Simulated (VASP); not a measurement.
# SnO2 (P4_2/mnm) in VASP: further runs

Aim: see how the results for SnO2 move with the level of theory and the settings. Levels: r2SCAN, PBEsol. Tasks: single point.

Everything below comes from runs of VASP 6.6.1. Logs are shortened: lines on timing, memory, paths and dates and some standing lists are left out, and cuts for length are marked.

**1. The cell of the first run**

It takes space group P4_2/mnm (No. 136, tetragonal). Conventional cell: a = 4.769 Å, b = 4.769 Å, c = 3.212 Å, α = 90.00°, β = 90.00°, γ = 90.00°. Within 2.7 Å of Sn (site symmetry mmm) lie 6 O at 2.07 Å. Within 2.7 Å of O (site symmetry m2m) lie 3 Sn at 2.07 Å and 1 O at 2.61 Å.

**2. Single point, r2SCAN**

The input, POSCAR:

```
SnO2
1.0
    9.5380920000      0.0000000000      0.0000000000
    0.0000000000      9.5380920000      0.0000000000
    0.0000000000      0.0000000000      9.6363030000
Sn O
24 48
Direct
    0.0000000000      0.0000000000      0.0000000000
    0.0000000000      0.0000000000      0.3333330000
    0.0000000000      0.0000000000      0.6666670000
    0.0000000000      0.5000000000      0.0000000000
    0.0000000000      0.5000000000      0.3333330000
    0.0000000000      0.5000000000      0.6666670000
    0.5000000000      0.0000000000      0.0000000000
    0.5000000000      0.0000000000      0.3333330000
    0.5000000000      0.0000000000      0.6666670000
    0.5000000000      0.5000000000      0.0000000000
    0.5000000000      0.5000000000      0.3333330000
    0.5000000000      0.5000000000      0.6666670000
    0.2500000000      0.2500000000      0.1666670000
    0.2500000000      0.2500000000      0.5000000000
    0.2500000000      0.2500000000      0.8333330000
    0.2500000000      0.7500000000      0.1666670000
    0.2500000000      0.7500000000      0.5000000000
    0.2500000000      0.7500000000      0.8333330000
    0.7500000000      0.2500000000      0.1666670000
    0.7500000000      0.2500000000      0.5000000000
    0.7500000000      0.2500000000      0.8333330000
    0.7500000000      0.7500000000      0.1666670000
    0.7500000000      0.7500000000      0.5000000000
    0.7500000000      0.7500000000      0.8333330000
    0.1531370000      0.1531370000      0.0000000000
    0.1531370000      0.1531370000      0.3333330000
    0.1531370000      0.1531370000      0.6666670000
    0.1531370000      0.6531370000      0.0000000000
    0.1531370000      0.6531370000      0.3333330000
    0.1531370000      0.6531370000      0.6666670000
    0.6531370000      0.1531370000      0.0000000000
    0.6531370000      0.1531370000      0.3333330000
    0.6531370000      0.1531370000      0.6666670000
    0.6531370000      0.6531370000      0.0000000000
    0.6531370000      0.6531370000      0.3333330000
    0.6531370000      0.6531370000      0.6666670000
    0.3468630000      0.3468630000      0.0000000000
    0.3468630000      0.3468630000      0.3333330000
    0.3468630000      0.3468630000      0.6666670000
    0.3468630000      0.8468630000      0.0000000000
    0.3468630000      0.8468630000      0.3333330000
    0.3468630000      0.8468630000      0.6666670000
    0.8468630000      0.3468630000      0.0000000000
    0.8468630000      0.3468630000      0.3333330000
    0.8468630000      0.3468630000      0.6666670000
    0.8468630000      0.8468630000      0.0000000000
    0.8468630000      0.8468630000      0.3333330000
    0.8468630000      0.8468630000      0.6666670000
    0.0968630000      0.4031370000      0.1666670000
    0.0968630000      0.4031370000      0.5000000000
    0.0968630000      0.4031370000      0.8333330000
    0.0968630000      0.9031370000      0.1666670000
    0.0968630000      0.9031370000      0.5000000000
    0.0968630000      0.9031370000      0.8333330000
    0.5968630000      0.4031370000      0.1666670000
    0.5968630000      0.4031370000      0.5000000000
    0.5968630000      0.4031370000      0.8333330000
    0.5968630000      0.9031370000      0.1666670000
    0.5968630000      0.9031370000      0.5000000000
    0.5968630000      0.9031370000      0.8333330000
    0.4031370000      0.0968630000      0.1666670000
    0.4031370000      0.0968630000      0.5000000000
    0.4031370000      0.0968630000      0.8333330000
    0.4031370000      0.5968630000      0.1666670000
    0.4031370000      0.5968630000      0.5000000000
    0.4031370000      0.5968630000      0.8333330000
    0.9031370000      0.0968630000      0.1666670000
    0.9031370000      0.0968630000      0.5000000000
    0.9031370000      0.0968630000      0.8333330000
    0.9031370000      0.5968630000      0.1666670000
    0.9031370000      0.5968630000      0.5000000000
    0.9031370000      0.5968630000      0.8333330000
```

The input, INCAR.step1:

```
SYSTEM = SnO2
  PREC = Accurate
  ENCUT = 520
  ISMEAR = -1
  SIGMA = 0.05
  LREAL = Auto
  LASPH = .True.
  NELM = 60
  NBANDS = 354
  GGA = PE
  ALGO = Normal
  EDIFF = 1E-4
  LWAVE = .True.
  LCHARG = .False.
```

The input, INCAR.step2:

```
SYSTEM = SnO2
  PREC = Accurate
  ENCUT = 520
  EDIFF = 1E-6
  ISMEAR = -1
  SIGMA = 0.05
  LREAL = Auto
  LASPH = .True.
  NELM = 60
  ALGO = Normal
  ISIF = 2
  LWAVE = .False.
  LCHARG = .False.
  METAGGA = R2SCAN
  LMIXTAU = .True.
  NBANDS = 354
  ISTART = 1
```

The input, KPOINTS:

```
regular mesh
0
Gamma
  1 1 1
  0 0 0
```

Potentials or basis: VASP PAW PBE potentials, release 64 (Sn_d, O).

On the command line:

```sh
cat potpaw_PBE.64/Sn_d/POTCAR potpaw_PBE.64/O/POTCAR > POTCAR
cp INCAR.step1 INCAR
mpirun -np 1 vasp_gam > vasp.out
cp INCAR.step2 INCAR
mpirun -np 1 vasp_gam > vasp.out
```

OUTCAR:

```text
SYSTEM = SnO2
   PREC = Accurate
   ENCUT = 520
   EDIFF = 1E-6
   ISMEAR = -1
   LREAL = Auto
   LASPH = .True.
   NELM = 60
   ISIF = 2
   METAGGA = R2SCAN
   ISTART = 1

 ion  position               nearest neighbor table
   1  0.000  0.000  0.000-  25 2.07  46 2.07  52 2.07  54 2.07  67 2.07  69 2.07   2 3.21   3 3.21
                            22 3.74  24 3.74  13 3.74  15 3.74  16 3.74  18 3.74  19 3.74  21 3.74
   2  0.000  0.000  0.333-  26 2.07  47 2.07  52 2.07  67 2.07  53 2.07  68 2.07   1 3.21   3 3.21
                            19 3.74  22 3.74  13 3.74  16 3.74  17 3.74  23 3.74  14 3.74  20 3.74
   3  0.000  0.000  0.667-  27 2.07  48 2.07  54 2.07  69 2.07  68 2.07  53 2.07   1 3.21   2 3.21
                            21 3.74  24 3.74  15 3.74  18 3.74  23 3.74  14 3.74  20 3.74  17 3.74
   4  0.000  0.500  0.000-  28 2.07  43 2.07  49 2.07  51 2.07  70 2.07  72 2.07   5 3.21   6 3.21
                            22 3.74  24 3.74  13 3.74  15 3.74  16 3.74  18 3.74  19 3.74  21 3.74
   5  0.000  0.500  0.333-  29 2.07  44 2.07  49 2.07  70 2.07  50 2.07  71 2.07   4 3.21   6 3.21
                            19 3.74  22 3.74  13 3.74  16 3.74  17 3.74  23 3.74  14 3.74  20 3.74
   6  0.000  0.500  0.667-  30 2.07  45 2.07  51 2.07  72 2.07  71 2.07  50 2.07   4 3.21   5 3.21
                            21 3.74  24 3.74  15 3.74  18 3.74  23 3.74  14 3.74  20 3.74  17 3.74
   7  0.500  0.000  0.000-  31 2.07  40 2.07  58 2.07  60 2.07  61 2.07  63 2.07   8 3.21   9 3.21
                            22 3.74  24 3.74  13 3.74  15 3.74  16 3.74  18 3.74  19 3.74  21 3.74
   8  0.500  0.000  0.333-  32 2.07  41 2.07  58 2.07  61 2.07  59 2.07  62 2.07   7 3.21   9 3.21
                            19 3.74  22 3.74  13 3.74  16 3.74  17 3.74  23 3.74  14 3.74  20 3.74
   9  0.500  0.000  0.667-  33 2.07  42 2.07  60 2.07  63 2.07  62 2.07  59 2.07   7 3.21   8 3.21
[... 86 lines left out ...]
 A1 = (   9.5380920000,   0.0000000000,   0.0000000000)
 A2 = (   0.0000000000,   9.5380920000,   0.0000000000)
 A3 = (   0.0000000000,   0.0000000000,   9.6363030000)

Analysis of symmetry for initial positions (statically):
=====================================================================
 Subroutine PRICEL returns following result:

  LATTYP: Found a simple tetragonal cell.
 ALAT       =     4.7690460000
 C/A-ratio  =     0.6735304688

  Lattice vectors:

 A1 = (   4.7690460000,   0.0000000000,   0.0000000000)
 A2 = (   0.0000000000,   4.7690460000,   0.0000000000)
 A3 = (   0.0000000000,   0.0000000000,   3.2120977879)

  12 primitive cells build up your supercell.

 Routine SETGRP: Setting up the symmetry group for a
 simple tetragonal supercell.

 Subroutine GETGRP returns: Found 16 space group operations
 (whereof  8 operations were pure point group operations)
[... 122 lines left out ...]
   TEBEG  =    0.0;   TEEND  =   0.0 temperature during run
   PSTRESS=    0.0 pullay stress
   NELECT =     624.0000    total number of electrons
   NUPDOWN=      -1.0000    fix difference up-down
   EMIN   =  10.00;   EMAX   =-10.00  energy-range for DOS
   EFERMI =   0.00;   METHOD = LEGACY
   ISMEAR =    -1;   SIGMA  =   0.05  broadening in eV -4-tet -1-fermi 0-gaus
   EFERMI_NEDOS =   21; number of points for ismear=-14 and -15
   IALGO  =     38    algorithm
   IMIX   =      4    mixing-type and parameters
     AMIX     =   0.40;   BMIX     =  1.00
     AMIX_MAG =   1.60;   BMIX_MAG =  1.00
  volume/ion in A,a.u.               =      12.18        82.17
  Fermi-wavevector in a.u.,A,eV,Ry     =   1.461701  2.762214 29.069797  2.136570
  Thomas-Fermi vector in A             =   2.578001
   LORBIT       =      0    0 simple, 1 ext, 2 COOP (PROOUT), +10 PAW based schemes
   METAGGA = R2SCAN    functional components
   LHFCALC =     F    Hartree Fock is set to
   AEXX    =    0.0000 exact exchange contribution
   IVDW    =     0    specifies the selected vdW correction
   LEPSILON=     F    determine dielectric tensor
   LRPA    =     F    only Hartree local field effects (RPA)
 non-spin polarized calculation
  energy-cutoff  :      520.00
  volume of cell :      876.66
 maximum number of plane-waves:     11820
 NGX is ok and might be reduce to    70
   NGX = 35   NGY = 35   NGZ = 35

 number of electron     624.0000093 magnetization

 Free energy of the ion-electron system (eV)
  ---------------------------------------------------
  ext. energy  EPLUGINS =         0.00000000
  ---------------------------------------------------
  free energy    TOTEN  =     -1014.62149477 eV

  energy without entropy =    -1014.62149461  energy(sigma->0) =    -1014.62149469

 E-fermi :   6.3380     XC(G=0): -11.9244

 val. band max:        5.4901374385   @ k =   0.0000   0.0000   0.0000
 cond. band min:       7.1858007847   @ k =   0.0000   0.0000   0.0000
 fundamental gap:      1.6956633462
 Fermi energy:         6.3379566731

 k-point     1 :       0.0000    0.0000    0.0000
  band No.  band energies     occupation
      1     -16.2515      2.00000
      2     -16.0399      2.00000
      3     -16.0399      2.00000
      4     -16.0399      2.00000
      5     -16.0399      2.00000
      6     -16.0399      2.00000
[... 316 lines left out ...]
    323      11.1190      0.00000
    324      11.1190      0.00000
 [bands above 324 left out]

------------------------ aborting loop because EDIFF is reached ----------------------------------------

  FORCE on cell =-STRESS in cart. coord.  units (eV):
  Direction    XX          YY          ZZ          XY          YZ          ZX
  --------------------------------------------------------------------------------------
  -------------------------------------------------------------------------------------
  Total       -4.2365686     -4.2365686     -3.3102334      0.0000000      0.0000000      0.0000000
  in kB       -7.7426810     -7.7426810     -6.0497264      0.0000000      0.0000000      0.0000000
  external PRESSURE =      -7.1783628 kB  Pullay stress =       0.0000000 kB

 VOLUME and BASIS-vectors are now :
 -----------------------------------------------------------------------------
  energy-cutoff  :      520.00
  volume of cell :      876.66
      direct lattice vectors                 reciprocal lattice vectors
     9.538092000  0.000000000  0.000000000     0.104842771  0.000000000  0.000000000
     0.000000000  9.538092000  0.000000000     0.000000000  0.104842771  0.000000000
     0.000000000  0.000000000  9.636303000     0.000000000  0.000000000  0.103774238

 POSITION                                       TOTAL-FORCE (eV/Angst)
 -----------------------------------------------------------------------------------
      0.00000      0.00000      0.00000         0.000000     -0.000000     -0.000000
      0.00000      0.00000      3.21210         0.000000     -0.000000     -0.000000
      0.00000      0.00000      6.42421         0.000000     -0.000000     -0.000000
      0.00000      4.76905      0.00000         0.000000     -0.000000     -0.000000
      0.00000      4.76905      3.21210         0.000000     -0.000000     -0.000000
      0.00000      4.76905      6.42421         0.000000     -0.000000     -0.000000
[... 64 lines left out ...]
      8.61420      5.69293      4.81815        -0.033368      0.033368     -0.000000
      8.61420      5.69293      8.03025        -0.033368      0.033368     -0.000000
 -----------------------------------------------------------------------------------
    total drift:                                0.000000      0.000000     -0.000000

  FREE ENERGIE OF THE ION-ELECTRON SYSTEM (eV)
  ---------------------------------------------------
  free  energy   TOTEN  =     -1014.6214947672 eV

  energy  without entropy=    -1014.6214946119  energy(sigma->0) =    -1014.62149469
```

It took 43 min on 1 thread of AMD EPYC 7R43 (Zen 3), shared host; peak memory 0.91 GiB.

What came out:

- Free energy: -1014.6215 eV
- Pressure: -0.7 GPa
- Largest force: 0.047 eV/Å
- Band gap on the k mesh: 1.70 eV

Forces in eV/Å, atoms in the order of the input:
```
Sn   0.000  0.000  0.000
Sn   0.000  0.000  0.000
Sn   0.000  0.000  0.000
Sn   0.000  0.000  0.000
Sn   0.000  0.000  0.000
Sn   0.000  0.000  0.000
Sn   0.000  0.000  0.000
Sn   0.000  0.000  0.000
Sn   0.000  0.000  0.000
Sn   0.000  0.000  0.000
Sn   0.000  0.000  0.000
Sn   0.000  0.000  0.000
Sn   0.000  0.000  0.000
Sn   0.000  0.000  0.000
Sn   0.000  0.000  0.000
Sn   0.000  0.000  0.000
Sn   0.000  0.000  0.000
Sn   0.000  0.000  0.000
Sn   0.000  0.000  0.000
Sn   0.000  0.000  0.000
Sn   0.000  0.000  0.000
Sn   0.000  0.000  0.000
Sn   0.000  0.000  0.000
Sn   0.000  0.000  0.000
O   -0.033 -0.033  0.000
O   -0.033 -0.033  0.000
O   -0.033 -0.033  0.000
O   -0.033 -0.033  0.000
O   -0.033 -0.033  0.000
O   -0.033 -0.033  0.000
O   -0.033 -0.033  0.000
O   -0.033 -0.033  0.000
O   -0.033 -0.033  0.000
O   -0.033 -0.033  0.000
O   -0.033 -0.033  0.000
O   -0.033 -0.033  0.000
O    0.033  0.033  0.000
O    0.033  0.033  0.000
O    0.033  0.033  0.000
O    0.033  0.033  0.000
O    0.033  0.033  0.000
O    0.033  0.033  0.000
O    0.033  0.033  0.000
O    0.033  0.033  0.000
O    0.033  0.033  0.000
O    0.033  0.033  0.000
O    0.033  0.033  0.000
O    0.033  0.033  0.000
O    0.033 -0.033  0.000
O    0.033 -0.033  0.000
O    0.033 -0.033  0.000
O    0.033 -0.033  0.000
O    0.033 -0.033  0.000
O    0.033 -0.033  0.000
O    0.033 -0.033  0.000
O    0.033 -0.033  0.000
O    0.033 -0.033  0.000
O    0.033 -0.033  0.000
O    0.033 -0.033  0.000
O    0.033 -0.033  0.000
O   -0.033  0.033  0.000
O   -0.033  0.033  0.000
O   -0.033  0.033  0.000
O   -0.033  0.033  0.000
O   -0.033  0.033  0.000
O   -0.033  0.033  0.000
O   -0.033  0.033  0.000
O   -0.033  0.033  0.000
O   -0.033  0.033  0.000
O   -0.033  0.033  0.000
O   -0.033  0.033  0.000
O   -0.033  0.033  0.000
```

Stress tensor (GPa, compression positive):
```
-0.77  0.00  0.00
 0.00 -0.77  0.00
 0.00  0.00 -0.60
```

Levels at points of the mesh, in eV from the valence-band top:
```tsv
k point	band 310	band 311	band 312	band 313	band 314	band 315
(0.00, 0.00, 0.00)	-0.62	-0.62	0.00	1.70	4.91	4.91
```

Caveat: the k points lie up to 0.66 Å⁻¹ apart; the PAW data sets were made with another functional, which shifts forces and pressure a little; spin-orbit coupling is left out, which moves the levels of the heavy elements; an odd mesh through Γ misses points on the zone boundary, where band edges can lie.

[end of part 1 of 2]
